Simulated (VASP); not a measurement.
Runs of VASP 6.6.1 on Cu. The structure is that of space group Fm-3m (No. 225), or close to it. The cells are those of the table. 

```csv
task,cell,cutoff (eV),gap on the mesh (eV),pressure (GPa)
single point,"a = 2.567 Å, angles 60.0°, 1 atom",520,none,0.5
single point,"a = 2.555 Å, angles 60.0°, 1 atom",520,none,2.4
relaxation of cell and atoms,"relaxed to -2 GPa from a = 2.583 Å, angles 60.0°, 1 atom",600,none,-2.0
single point,"a = 2.515 Å, angles 60.0°, 1 atom",520,none,(a)
relaxation of cell and atoms,"relaxed to 5 GPa from a = 2.538 Å, angles 60.0°, 1 atom",600,none,5.0
```

Alike in all rows: level PBE; potentials or basis VASP PAW PBE potentials, release 64 (Cu); no spin polarisation; k mesh 20 × 20 × 20; smearing gaussian 0.1 eV.

Task: Estimate the missing entries.

Result: (a) 10.5.

Caveats: the cell is relaxed towards a set pressure, so the enthalpy falls and the energy may rise (some runs); the relaxation stopped at its first step, so nothing moved (some runs).

A gap of «none» marks levels without a gap at the run's occupations.
